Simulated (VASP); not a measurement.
# Ta6Se (P-1) in VASP: single point with r2SCAN

Aim: the single point of Ta6Se with r2SCAN.

All numbers are computed with VASP 6.6.1; they aren't measurements. Logs are shortened: lines on timing, memory, paths and dates and some standing lists are left out, and cuts for length are marked.

### 1 The cell of the first run

The typed cell holds 14 atoms: a = 5.286 Å, b = 7.575 Å, c = 7.563 Å, α = 113.82°, β = 109.17°, γ = 98.41°.

### 2 Single point, r2SCAN

Input file POSCAR:

```
Ta6Se
1.0
    5.2858120000      0.0000000000      0.0000000000
   -1.1083870000      4.0659520000     -6.2941690000
   -2.4835650000      3.3775760000      6.2941690000
Ta Se
12 2
Direct
    0.9972000000      0.7033000000      0.6281000000
    0.0028000000      0.2967000000      0.3719000000
    0.1491000000      0.1487000000      0.7205000000
    0.8509000000      0.8513000000      0.2795000000
    0.2287000000      0.6921000000      0.0648000000
    0.7713000000      0.3079000000      0.9352000000
    0.5000000000      0.0000000000      0.0000000000
    0.4427000000      0.4108000000      0.2238000000
    0.5573000000      0.5892000000      0.7762000000
    0.0000000000      0.0000000000      0.0000000000
    0.4727000000      0.1380000000      0.4254000000
    0.5273000000      0.8620000000      0.5746000000
    0.9260000000      0.4180000000      0.7040000000
    0.0740000000      0.5820000000      0.2960000000
```

Input file INCAR.step1:

```
SYSTEM = Ta6Se
PREC     = Accurate       ! precision mode
ENCUT    = 520            ! plane-wave cutoff, eV
ISMEAR   = -1             ! smearing method
SIGMA    = 0.034          ! smearing width, eV
LREAL    = .FALSE.        ! projectors in reciprocal space
LASPH    = .TRUE.         ! aspherical terms in the spheres
NELM     = 80             ! most SCF steps
NBANDS   = 85             ! bands
GGA      = PE             ! functional
ALGO     = Normal         ! electronic algorithm
EDIFF    = 1E-4           ! SCF threshold, eV
LWAVE    = .TRUE.         ! write WAVECAR
LCHARG   = .FALSE.        ! write CHGCAR
```

Input file INCAR.step2:

```
SYSTEM = Ta6Se
PREC     = Accurate       ! precision mode
ENCUT    = 520            ! plane-wave cutoff, eV
EDIFF    = 1E-6           ! SCF threshold, eV
ISMEAR   = -1             ! smearing method
SIGMA    = 0.034          ! smearing width, eV
LREAL    = .FALSE.        ! projectors in reciprocal space
LASPH    = .TRUE.         ! aspherical terms in the spheres
NELM     = 80             ! most SCF steps
ALGO     = Normal         ! electronic algorithm
ISIF     = 2              ! what is computed and relaxed
LWAVE    = .FALSE.        ! write WAVECAR
LCHARG   = .FALSE.        ! write CHGCAR
METAGGA  = R2SCAN         ! meta-GGA
LMIXTAU  = .TRUE.       
NBANDS   = 85             ! bands
ISTART   = 1
```

Input file KPOINTS:

```
Automatic mesh
0
G
  4 3 3
  0 0 0
```

Potentials or basis: VASP PAW PBE potentials, release 64 (Ta_pv, Se).

Started as:

```
$ cat potpaw_PBE.64/Ta_pv/POTCAR potpaw_PBE.64/Se/POTCAR > POTCAR
$ cp INCAR.step1 INCAR
$ mpirun -np 1 vasp_std > vasp.out
$ cp INCAR.step2 INCAR
$ mpirun -np 1 vasp_std > vasp.out
```

OUTCAR:

```text
SYSTEM = Ta6Se
   PREC = Accurate
   ENCUT = 520
   EDIFF = 1E-6
   ISMEAR = -1
   LREAL = .FALSE.
   LASPH = .TRUE.
   NELM = 80
   ISIF = 2
   METAGGA = R2SCAN
   ISTART = 1

 ion  position               nearest neighbor table
   1  0.997  0.703  0.628-  13 2.46  14 2.50  10 2.80   7 2.87  12 2.90   2 2.91   9 3.05   3 3.07
                             8 3.10  12 3.10   5 3.16   4 3.18   9 3.18
   2  0.003  0.297  0.372-  14 2.46  13 2.50  10 2.80   7 2.87  11 2.90   1 2.91   8 3.05   4 3.07
                             9 3.10  11 3.10   6 3.16   3 3.18   8 3.18
   3  0.149  0.149  0.721-  13 2.53   4 2.85   6 2.94  10 3.02   7 3.02   6 3.05   1 3.07   8 3.15
                             2 3.18  11 3.21  12 3.21  12 3.27   9 3.48  11 3.51
   4  0.851  0.851  0.279-  14 2.53   3 2.85   5 2.94  10 3.02   7 3.02   5 3.05   2 3.07   9 3.15
                             1 3.18  12 3.21  11 3.21  11 3.27   8 3.48  12 3.51
   5  0.229  0.692  0.065-  13 2.43  14 2.52   7 2.85  10 2.92   4 2.94   8 3.02   4 3.05   6 3.06
                            11 3.08   9 3.15   1 3.16  12 3.23   9 3.27
   6  0.771  0.308  0.935-  14 2.43  13 2.52   7 2.85  10 2.92   3 2.94   9 3.02   3 3.05   5 3.06
                            12 3.08   8 3.15   2 3.16  11 3.23   8 3.27
   7  0.500  0.000  0.000-  10 2.64  10 2.64   5 2.85   6 2.85   1 2.87   2 2.87   9 3.00   8 3.00
                            11 3.02  12 3.02   4 3.02   3 3.02
   8  0.443  0.411  0.224-  14 2.58   7 3.00  10 3.01  11 3.02   5 3.02   2 3.05   1 3.10   6 3.15
                             3 3.15  14 3.17   2 3.18  12 3.22   6 3.27   4 3.48
   9  0.557  0.589  0.776-  13 2.58   7 3.00  10 3.01  12 3.02   6 3.02   1 3.05   2 3.10   5 3.15
                             4 3.15  13 3.17   1 3.18  11 3.22   5 3.27   3 3.48
  10  0.000  0.000  0.000-   7 2.64   7 2.64   1 2.80   2 2.80   5 2.92   6 2.92  12 2.99  11 2.99
                             9 3.01   8 3.01   3 3.02   4 3.02
  11  0.473  0.138  0.425-  13 2.50  12 2.76   2 2.90  10 2.99   7 3.02   8 3.02   5 3.08   2 3.10
                             3 3.21   4 3.21   9 3.22   6 3.23   4 3.27   3 3.51
  12  0.527  0.862  0.575-  14 2.50  11 2.76   1 2.90  10 2.99   7 3.02   9 3.02   6 3.08   1 3.10
                             4 3.21   3 3.21   8 3.22   5 3.23   3 3.27   4 3.51
  13  0.926  0.418  0.704-   5 2.43   1 2.46   2 2.50  11 2.50   6 2.52   3 2.53   9 2.58   9 3.17

  14  0.074  0.582  0.296-   6 2.43   2 2.46   1 2.50  12 2.50   5 2.52   4 2.53   8 2.58   8 3.17

  LATTYP: Found a triclinic cell.
 ALAT       =     8.2648792040
 B/A-ratio  =     1.4017591687
 C/A-ratio  =     0.9284039034
 COS(alpha) =     0.0029629374
 COS(beta)  =     0.2377185307
 COS(gamma) =     0.9116770217

  Lattice vectors:

 A1 = (  -3.5919520000,   7.4435280000,   0.0000000000)
 A2 = (  -8.8777640000,   7.4435280000,   0.0000000000)
 A3 = (   2.8022470000,   3.3775760000,   6.2941690000)

Analysis of symmetry for initial positions (statically):
=====================================================================
 Subroutine PRICEL returns:
 Original cell was already a primitive cell.

 Routine SETGRP: Setting up the symmetry group for a
 triclinic supercell.

 Subroutine GETGRP returns: Found  2 space group operations
 (whereof  2 operations were pure point group operations)
 out of a pool of  2 trial point group operations.

The static configuration has the point symmetry S_2 .

Analysis of symmetry for dynamics (positions and initial velocities):
=====================================================================
 Subroutine PRICEL returns:
 Original cell was already a primitive cell.

 Routine SETGRP: Setting up the symmetry group for a
 triclinic supercell.

 Subroutine GETGRP returns: Found  2 space group operations
 (whereof  2 operations were pure point group operations)
 out of a pool of  2 trial point group operations.

The dynamic configuration has the point symmetry S_2 .

 Subroutine INISYM returns: Found  2 space group operations
 (whereof  2 operations are pure point group operations),
 and found     1 'primitive' translations

----------------------------------------------------------------------------------------

                                     Primitive cell

  volume of cell :     247.6446

  direct lattice vectors                    reciprocal lattice vectors
[... 53 lines left out ...]
     0.000000000  0.044781632  0.028928357     0.000000000 -0.000000000  0.333333333

  Length of vectors
     0.052905656  0.050821941  0.053312704

  Shift w.r.t. Gamma in fractional coordinates (k-lattice)
     0.000000000  0.000000000  0.000000000

 Subroutine IBZKPT returns following result:
 ===========================================

 Found     19 irreducible k-points:

 Following reciprocal coordinates:
            Coordinates               Weight
  0.000000  0.000000  0.000000      1.000000
  0.250000 -0.000000 -0.000000      2.000000
  0.500000 -0.000000 -0.000000      1.000000
  0.000000  0.333333  0.000000      2.000000
  0.250000  0.333333 -0.000000      2.000000
  0.500000  0.333333 -0.000000      2.000000
[... 11 lines left out ...]
  0.500000 -0.333333  0.333333      2.000000
 -0.250000 -0.333333  0.333333      2.000000
   k-points           NKPTS =     19   k-points in BZ     NKDIM =     19   number of bands    NBANDS=     85
   number of dos      NEDOS =    301   number of ions     NIONS =     14
   total plane-waves  NPLWV = 125440
   dimension x,y,z NGX =    40 NGY =   56 NGZ =   56
   dimension x,y,z NGXF=    80 NGYF=  112 NGZF=  112
   ions per type =              12   2
   NGX,Y,Z   is equivalent  to a cutoff of  12.58, 12.29, 12.31 a.u.
   NGXF,Y,Z  is equivalent  to a cutoff of  25.16, 24.58, 24.62 a.u.
 SYSTEM =  Ta6Se
   PREC   = accura    normal or accurate (medium, high low for compatibility)
   ISTART =      1    job   : 0-new  1-cont  2-samecut
   ICHARG =      0    charge: 1-file 2-atom 10-const
   ISPIN  =      1    spin polarized calculation?
   LNONCOLLINEAR =      F non collinear calculations
   LSORBIT =      F    spin-orbit coupling
   LASPH  =      T    aspherical Exc in radial PAW
   ENCUT  =  520.0 eV  38.22 Ry    6.18 a.u.   9.83 14.08 14.06*2*pi/ulx,y,z
   NELM   =     80;   NELMIN=  2; NELMDL=  0     # of ELM steps
   EDIFF  = 0.1E-05   stopping-criterion for ELM
   LREAL  =      F    real-space projection
   EDIFFG = 0.1E-04   stopping-criterion for IOM
   NSW    =      0    number of steps for IOM
   IBRION =     -1    ionic relax: 0-MD 1-quasi-New 2-CG
   NFREE  =      0    steps in history (QN), initial steepest desc. (CG)
   ISIF   =      2    stress and relaxation
   ISYM   =      2    0-nonsym 1-usesym 2-fastsym
   POTIM  = 0.5000    time-step for ionic-motion
   TEBEG  =    0.0;   TEEND  =   0.0 temperature during run
   PSTRESS=    0.0 pullay stress
   NELECT =     144.0000    total number of electrons
   NUPDOWN=      -1.0000    fix difference up-down
   EMIN   =  10.00;   EMAX   =-10.00  energy-range for DOS
   EFERMI =   0.00;   METHOD = LEGACY
   ISMEAR =    -1;   SIGMA  =   0.03  broadening in eV -4-tet -1-fermi 0-gaus
   EFERMI_NEDOS =   21; number of points for ismear=-14 and -15
   IALGO  =     38    algorithm
   IMIX   =      4    mixing-type and parameters
     AMIX     =   0.40;   BMIX     =  1.00
     AMIX_MAG =   1.60;   BMIX_MAG =  1.00
  volume/ion in A,a.u.               =      17.69       119.37
  Fermi-wavevector in a.u.,A,eV,Ry     =   1.366426  2.582170 25.403698  1.867119
  Thomas-Fermi vector in A             =   2.492567
   LORBIT       =      0    0 simple, 1 ext, 2 COOP (PROOUT), +10 PAW based schemes
   METAGGA = R2SCAN    functional components
   LHFCALC =     F    Hartree Fock is set to
   AEXX    =    0.0000 exact exchange contribution
   IVDW    =     0    specifies the selected vdW correction
   LEPSILON=     F    determine dielectric tensor
   LRPA    =     F    only Hartree local field effects (RPA)
 non-spin polarized calculation
  energy-cutoff  :      520.00
  volume of cell :      247.64
 maximum number of plane-waves:      6685
   NGX = 19   NGY = 29   NGZ = 29

 number of electron     143.9999997 magnetization

 Free energy of the ion-electron system (eV)
  ---------------------------------------------------
  ext. energy  EPLUGINS =         0.00000000
  ---------------------------------------------------
  free energy    TOTEN  =      -612.78439255 eV

  energy without entropy =     -612.75607006  energy(sigma->0) =     -612.77023130

 E-fermi :   6.2675     XC(G=0): -13.5664

 val. band max:        6.2420302441   @ k =  -0.2500   0.0000   0.3333
 cond. band min:       6.2732207640   @ k =   0.0000   0.0000   0.3333
 fundamental gap:      0.0311905199
 Fermi energy:         6.2674832334

 k-point     1 :       0.0000    0.0000    0.0000
  band No.  band energies     occupation
      1     -29.7002      2.00000
      2     -29.6787      2.00000
      3     -29.6714      2.00000
      4     -29.6238      2.00000
      5     -29.5831      2.00000
      6     -29.5405      2.00000
[... 1642 lines left out ...]
     83       8.3788      0.00000
     84       8.6126      0.00000
 [bands above 84 left out]

------------------------ aborting loop because EDIFF is reached ----------------------------------------

  FORCE on cell =-STRESS in cart. coord.  units (eV):
  Direction    XX          YY          ZZ          XY          YZ          ZX
  --------------------------------------------------------------------------------------
  -------------------------------------------------------------------------------------
  Total        7.1987194     12.9943927     11.7826016     -0.9064941      0.4856979     -0.8131002
  in kB       46.5732867     84.0693385     76.2294590     -5.8647111      3.1423016     -5.2604841
  external PRESSURE =      68.9573614 kB  Pullay stress =       0.0000000 kB

 VOLUME and BASIS-vectors are now :
 -----------------------------------------------------------------------------
  energy-cutoff  :      520.00
  volume of cell :      247.64
      direct lattice vectors                 reciprocal lattice vectors
     5.285812000  0.000000000  0.000000000     0.189185692  0.091293527  0.025659326
    -1.108387000  4.065952000 -6.294169000     0.000000000  0.134344897 -0.072092138
    -2.483565000  3.377576000  6.294169000     0.000000000  0.134344897  0.086785071

 POSITION                                       TOTAL-FORCE (eV/Angst)
 -----------------------------------------------------------------------------------
      2.93156      4.98104     -0.47332        -0.532244      1.346482     -0.732164
     -1.23770      2.46249      0.47332         0.532244     -1.346482      0.732164
     -1.16611      3.03815      3.59901         0.511294     -0.414230      0.629400
      2.85997      4.40538     -3.59901        -0.511294      0.414230     -0.629400
      0.28082      3.03291     -3.94833         0.678369      1.346966     -0.613661
      1.41304      4.41062      3.94833        -0.678369     -1.346966      0.613661
      2.64291      0.00000      0.00000         0.000000      0.000000      0.000000
      1.32888      2.42619     -1.17701         0.740151     -0.358880      0.419924
      0.36498      5.01733      1.17701        -0.740151      0.358880     -0.419924
      0.00000      0.00000      0.00000         0.000000      0.000000      0.000000
      1.28914      1.99792      1.80894        -0.576097     -1.046822      0.116079
      0.40472      5.44561     -1.80894         0.576097      1.046822     -0.116079
      2.68293      4.07738      1.80013         0.524284     -0.613523      0.005626
     -0.98907      3.36615     -1.80013        -0.524284      0.613523     -0.005626
 -----------------------------------------------------------------------------------
    total drift:                               -0.000000      0.000000      0.000000

  FREE ENERGIE OF THE ION-ELECTRON SYSTEM (eV)
  ---------------------------------------------------
  free  energy   TOTEN  =      -612.7843925515 eV

  energy  without entropy=     -612.7560700552  energy(sigma->0) =     -612.77023130
```

Wall time 40 min (1 thread of Oxide Virtual Turin-like, shared host); peak memory 0.51 GiB.

What came out:

| Property | Result |
| --- | --- |
| Free energy | -612.7844 eV |
| Pressure | 6.9 GPa |
| Largest force | 1.628 eV/Å |
| Band gap on the k mesh | zero (bands 72 and 73 overlap by 0.18 eV) |

Forces in eV/Å, atoms in the order of the input:
```
Ta  -0.532  1.346 -0.732
Ta   0.532 -1.346  0.732
Ta   0.511 -0.414  0.629
Ta  -0.511  0.414 -0.629
Ta   0.678  1.347 -0.614
Ta  -0.678 -1.347  0.614
Ta   0.000  0.000  0.000
Ta   0.740 -0.359  0.420
Ta  -0.740  0.359 -0.420
Ta   0.000  0.000  0.000
Ta  -0.576 -1.047  0.116
Ta   0.576  1.047 -0.116
Se   0.524 -0.614  0.006
Se  -0.524  0.614 -0.006
```

Stress tensor (GPa, compression positive):
```
 4.66 -0.59 -0.53
-0.59  8.41  0.31
-0.53  0.31  7.62
```

Levels at points of the mesh, in eV from the Fermi level:
```tsv
k point	band 70	band 71	band 72	band 73	band 74	band 75
(0.00, 0.00, 0.00)	-0.49	-0.30	-0.20	0.12	0.43	0.73
(0.50, 0.00, 0.00)	-0.60	-0.40	-0.38	-0.14	0.43	0.66
```

Caveat: the cell stands under pressure; the PAW data sets were made with another functional, which shifts forces and pressure a little; spin-orbit coupling is left out, which moves the levels of the heavy elements.

The gap in the log of VASP goes by the Fermi energy; the results here count the filled bands.